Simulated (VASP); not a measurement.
# CsLu (Fm-3m) in VASP: single point with PBE

Aim: the single point of CsLu with PBE.

Program: VASP 6.6.1. These are calculated values, not measurements. Logs are shortened: lines on timing, memory, paths and dates and some standing lists are left out, and cuts for length are marked.

## (1) The cell of the first run

It takes space group Fm-3m (No. 225, cubic). Conventional cell: a = 6.921 Å, b = 6.921 Å, c = 6.921 Å, α = 90.00°, β = 90.00°, γ = 90.00°. Cs (site symmetry m-3m) has 6 Lu at 3.46 Å within 4.5 Å. Lu (site symmetry m-3m) has 6 Cs at 3.46 Å within 4.5 Å.

## (2) Single point, PBE

INCAR

```
SYSTEM = CsLu
PREC = Accurate
ENCUT = 520
EDIFF = 1E-6
ISMEAR = 0
SIGMA = 0.1
LREAL = .False.
LASPH = .True.
NELM = 80
ALGO = Normal
ISIF = 2
LWAVE = .False.
LCHARG = .False.
GGA = PE
NBANDS = 24
```

KPOINTS

```
regular mesh
0
Gamma
  4 4 4
  0 0 0
```

POSCAR

```
CsLu
1.0
    0.0000000000      3.4607044700      3.4607044700
    3.4607044700      0.0000000000      3.4607044700
    3.4607044700      3.4607044700      0.0000000000
Cs Lu
1 1
Direct
    0.5000000000      0.5000000000      0.5000000000
    0.0000000000      0.0000000000      0.0000000000
```

Potentials or basis: VASP PAW PBE potentials, release 64 (Cs_sv, Lu).

On the command line:

```console
> cat potpaw_PBE.64/Cs_sv/POTCAR potpaw_PBE.64/Lu/POTCAR > POTCAR
> mpirun -np 1 vasp_std > vasp.out
```

OUTCAR:

```text
SYSTEM = CsLu
   PREC = Accurate
   ENCUT = 520
   EDIFF = 1E-6
   ISMEAR = 0
   LREAL = .False.
   LASPH = .True.
   NELM = 80
   ISIF = 2
   GGA = PE

 ion  position               nearest neighbor table
   1  0.500  0.500  0.500-   2 3.46   2 3.46   2 3.46   2 3.46   2 3.46   2 3.46
   2  0.000  0.000  0.000-   1 3.46   1 3.46   1 3.46   1 3.46   1 3.46   1 3.46

  LATTYP: Found a face centered cubic cell.
 ALAT       =     6.9214089400

  Lattice vectors:

 A1 = (   0.0000000000,   3.4607044700,   3.4607044700)
 A2 = (   3.4607044700,   0.0000000000,   3.4607044700)
 A3 = (   3.4607044700,   3.4607044700,   0.0000000000)

Analysis of symmetry for initial positions (statically):
=====================================================================
 Subroutine PRICEL returns:
 Original cell was already a primitive cell.

 Routine SETGRP: Setting up the symmetry group for a
 face centered cubic supercell.

 Subroutine GETGRP returns: Found 48 space group operations
 (whereof 48 operations were pure point group operations)
 out of a pool of 48 trial point group operations.

The static configuration has the point symmetry O_h .

Analysis of symmetry for dynamics (positions and initial velocities):
=====================================================================
 Subroutine PRICEL returns:
 Original cell was already a primitive cell.

 Routine SETGRP: Setting up the symmetry group for a
 face centered cubic supercell.

 Subroutine GETGRP returns: Found 48 space group operations
 (whereof 48 operations were pure point group operations)
 out of a pool of 48 trial point group operations.

The dynamic configuration has the point symmetry O_h .

 Subroutine INISYM returns: Found 48 space group operations
 (whereof 48 operations are pure point group operations),
 and found     1 'primitive' translations

----------------------------------------------------------------------------------------

                                     Primitive cell

  volume of cell :      82.8941

  direct lattice vectors                    reciprocal lattice vectors
     0.000000000  3.460704470  3.460704470    -0.144479254  0.144479254  0.144479254
     3.460704470  0.000000000  3.460704470     0.144479254 -0.144479254  0.144479254
     3.460704470  3.460704470  0.000000000     0.144479254  0.144479254 -0.144479254

  length of vectors
     4.894175197  4.894175197  4.894175197     0.250245408  0.250245408  0.250245408

  position of ions in fractional coordinates (direct lattice)
     0.500000000  0.500000000  0.500000000
     0.000000000  0.000000000  0.000000000

  ion indices of the primitive-cell ions
   primitive index   ion index
                 1           1
                 2           2

----------------------------------------------------------------------------------------

 KPOINTS: regular mesh

Automatic generation of k-mesh.
 Grid dimensions read from file:
 generate k-points for:    4    4    4

 Generating k-lattice:

  Cartesian coordinates                     Fractional coordinates (reciprocal lattice)
    -0.036119813  0.036119813  0.036119813     0.250000000  0.000000000  0.000000000
     0.036119813 -0.036119813  0.036119813     0.000000000  0.250000000  0.000000000
     0.036119813  0.036119813 -0.036119813     0.000000000  0.000000000  0.250000000

  Length of vectors
     0.062561352  0.062561352  0.062561352

  Shift w.r.t. Gamma in fractional coordinates (k-lattice)
     0.000000000  0.000000000  0.000000000

 Subroutine IBZKPT returns following result:
 ===========================================

 Found      8 irreducible k-points:

 Following reciprocal coordinates:
            Coordinates               Weight
  0.000000  0.000000  0.000000      1.000000
  0.250000  0.000000  0.000000      8.000000
  0.500000  0.000000  0.000000      4.000000
  0.250000  0.250000  0.000000      6.000000
  0.500000  0.250000  0.000000     24.000000
 -0.250000  0.250000  0.000000     12.000000
  0.500000  0.500000  0.000000      3.000000
 -0.250000  0.500000  0.250000      6.000000
   k-points           NKPTS =      8   k-points in BZ     NKDIM =      8   number of bands    NBANDS=     24
   number of dos      NEDOS =    301   number of ions     NIONS =      2
   total plane-waves  NPLWV =  46656
   dimension x,y,z NGX =    36 NGY =   36 NGZ =   36
   dimension x,y,z NGXF=    72 NGYF=   72 NGZF=   72
   ions per type =               1   1
   NGX,Y,Z   is equivalent  to a cutoff of  12.23, 12.23, 12.23 a.u.
   NGXF,Y,Z  is equivalent  to a cutoff of  24.46, 24.46, 24.46 a.u.
 SYSTEM =  CsLu
   PREC   = accura    normal or accurate (medium, high low for compatibility)
   ISTART =      0    job   : 0-new  1-cont  2-samecut
   ICHARG =      2    charge: 1-file 2-atom 10-const
   ISPIN  =      1    spin polarized calculation?
   LNONCOLLINEAR =      F non collinear calculations
   LSORBIT =      F    spin-orbit coupling
   LASPH  =      T    aspherical Exc in radial PAW
   ENCUT  =  520.0 eV  38.22 Ry    6.18 a.u.   9.10  9.10  9.10*2*pi/ulx,y,z
   NELM   =     80;   NELMIN=  2; NELMDL= -5     # of ELM steps
   EDIFF  = 0.1E-05   stopping-criterion for ELM
   LREAL  =      F    real-space projection
[... 7 lines left out ...]
   TEBEG  =    0.0;   TEEND  =   0.0 temperature during run
   PSTRESS=    0.0 pullay stress
   NELECT =      34.0000    total number of electrons
   NUPDOWN=      -1.0000    fix difference up-down
   EMIN   =  10.00;   EMAX   =-10.00  energy-range for DOS
   EFERMI =   0.00;   METHOD = LEGACY
   ISMEAR =     0;   SIGMA  =   0.10  broadening in eV -4-tet -1-fermi 0-gaus
   EFERMI_NEDOS =   21; number of points for ismear=-14 and -15
   IALGO  =     38    algorithm
   IMIX   =      4    mixing-type and parameters
     AMIX     =   0.40;   BMIX     =  1.00
     AMIX_MAG =   1.60;   BMIX_MAG =  1.00
  volume/ion in A,a.u.               =      41.45       279.70
  Fermi-wavevector in a.u.,A,eV,Ry     =   1.216354  2.298576 20.130049  1.479517
  Thomas-Fermi vector in A             =   2.351711
   LORBIT       =      0    0 simple, 1 ext, 2 COOP (PROOUT), +10 PAW based schemes
   GGA     = PE    functional components
   LHFCALC =     F    Hartree Fock is set to
   AEXX    =    0.0000 exact exchange contribution
   IVDW    =     0    specifies the selected vdW correction
   LEPSILON=     F    determine dielectric tensor
   LRPA    =     F    only Hartree local field effects (RPA)
 non-spin polarized calculation
 Gauss-broadening in eV      SIGMA  =   0.10
  energy-cutoff  :      520.00
  volume of cell :       82.89
 maximum number of plane-waves:      2252
   NGX = 19   NGY = 19   NGZ = 19

 number of electron      34.0000002 magnetization

 Free energy of the ion-electron system (eV)
  ---------------------------------------------------
  ext. energy  EPLUGINS =         0.00000000
  ---------------------------------------------------
  free energy    TOTEN  =        -2.31135796 eV

  energy without entropy =       -2.29028631  energy(sigma->0) =       -2.30082213

 E-fermi :   2.3512     XC(G=0):  -8.9350

 val. band max:        2.3358178131   @ k =  -0.2500   0.2500   0.0000
 cond. band min:       2.5201025641   @ k =   0.0000   0.0000   0.0000
 fundamental gap:      0.1842847510
 Fermi energy:         2.3512376778

 k-point     1 :       0.0000    0.0000    0.0000
  band No.  band energies     occupation
      1     -55.4833      2.00000
      2     -26.0967      2.00000
      3     -26.0967      2.00000
      4     -26.0967      2.00000
      5     -20.2091      2.00000
      6      -7.0174      2.00000
[... 16 lines left out ...]
     23       8.9619      0.00000
     24       8.9621      0.00000

 k-point     2 :       0.2500    0.0000    0.0000
  band No.  band energies     occupation
      1     -55.4832      2.00000
      2     -26.1037      2.00000
      3     -26.0972      2.00000
      4     -26.0972      2.00000
      5     -20.1809      2.00000
      6      -7.3663      2.00000
[... 16 lines left out ...]
     23       6.7932      0.00000
     24       6.7932      0.00000

 k-point     3 :       0.5000    0.0000    0.0000
  band No.  band energies     occupation
      1     -55.4832      2.00000
      2     -26.1107      2.00000
      3     -26.0977      2.00000
      4     -26.0977      2.00000
      5     -20.1525      2.00000
      6      -7.6637      2.00000
[... 16 lines left out ...]
     23       4.7195      0.00000
     24       4.7195      0.00000

 k-point     4 :       0.2500    0.2500    0.0000
  band No.  band energies     occupation
      1     -55.4832      2.00000
      2     -26.1024      2.00000
      3     -26.0986      2.00000
      4     -26.0986      2.00000
      5     -20.1787      2.00000
      6      -7.3728      2.00000
[... 16 lines left out ...]
     23       6.7937      0.00000
     24       6.7937      0.00000

 k-point     5 :       0.5000    0.2500    0.0000
  band No.  band energies     occupation
      1     -55.4832      2.00000
      2     -26.1067      2.00000
      3     -26.1006      2.00000
      4     -26.0991      2.00000
      5     -20.1575      2.00000
      6      -7.4980      2.00000
[... 16 lines left out ...]
     23       5.7882      0.00000
     24       5.9582      0.00000

 k-point     6 :      -0.2500    0.2500    0.0000
  band No.  band energies     occupation
      1     -55.4832      2.00000
      2     -26.1064      2.00000
      3     -26.1008      2.00000
      4     -26.0977      2.00000
      5     -20.1598      2.00000
      6      -7.5064      2.00000
[... 16 lines left out ...]
     23       5.2316      0.00000
     24       6.1688      0.00000

 k-point     7 :       0.5000    0.5000    0.0000
  band No.  band energies     occupation
      1     -55.4832      2.00000
      2     -26.1056      2.00000
      3     -26.1005      2.00000
      4     -26.1005      2.00000
      5     -20.1625      2.00000
      6      -7.4630      2.00000
[... 16 lines left out ...]
     23       6.8500      0.00000
     24       6.8500      0.00000

 k-point     8 :      -0.2500    0.5000    0.2500
  band No.  band energies     occupation
      1     -55.4832      2.00000
      2     -26.1030      2.00000
      3     -26.1030      2.00000
      4     -26.1017      2.00000
      5     -20.1553      2.00000
      6      -7.3326      2.00000
[... 16 lines left out ...]
     23       5.7581      0.00000
     24       5.7581      0.00000

------------------------ aborting loop because EDIFF is reached ----------------------------------------

  FORCE on cell =-STRESS in cart. coord.  units (eV):
  Direction    XX          YY          ZZ          XY          YZ          ZX
  --------------------------------------------------------------------------------------
  -------------------------------------------------------------------------------------
  Total        2.1509098      2.1509098      2.1509098      0.0000000     -0.0000000     -0.0000000
  in kB       41.5727973     41.5727973     41.5727973      0.0000000     -0.0000000     -0.0000000
  external PRESSURE =      41.5727973 kB  Pullay stress =       0.0000000 kB

 VOLUME and BASIS-vectors are now :
 -----------------------------------------------------------------------------
  energy-cutoff  :      520.00
  volume of cell :       82.89
      direct lattice vectors                 reciprocal lattice vectors
     0.000000000  3.460704470  3.460704470    -0.144479254  0.144479254  0.144479254
     3.460704470  0.000000000  3.460704470     0.144479254 -0.144479254  0.144479254
     3.460704470  3.460704470  0.000000000     0.144479254  0.144479254 -0.144479254

 POSITION                                       TOTAL-FORCE (eV/Angst)
 -----------------------------------------------------------------------------------
      3.46070      3.46070      3.46070         0.000000      0.000000      0.000000
      0.00000      0.00000      0.00000         0.000000     -0.000000     -0.000000
 -----------------------------------------------------------------------------------
    total drift:                               -0.000000      0.000000      0.000000

  FREE ENERGIE OF THE ION-ELECTRON SYSTEM (eV)
  ---------------------------------------------------
  free  energy   TOTEN  =        -2.3113579581 eV

  energy  without entropy=       -2.2902863064  energy(sigma->0) =       -2.30082213
```

Run time: 9.8 s. Hardware: 1 thread of Intel Xeon 6975P-C (Granite Rapids), shared host; peak memory 0.21 GiB.

What came out:

* Free energy: -2.3114 eV
* Pressure: 4.2 GPa
* Band gap on the k mesh: zero (band 17 reaches 2.34 eV, above the bottom of band 18 at 2.26 eV)

Caveat: the k points lie up to 0.39 Å⁻¹ apart; spin-orbit coupling is left out, which moves the levels of the heavy elements.
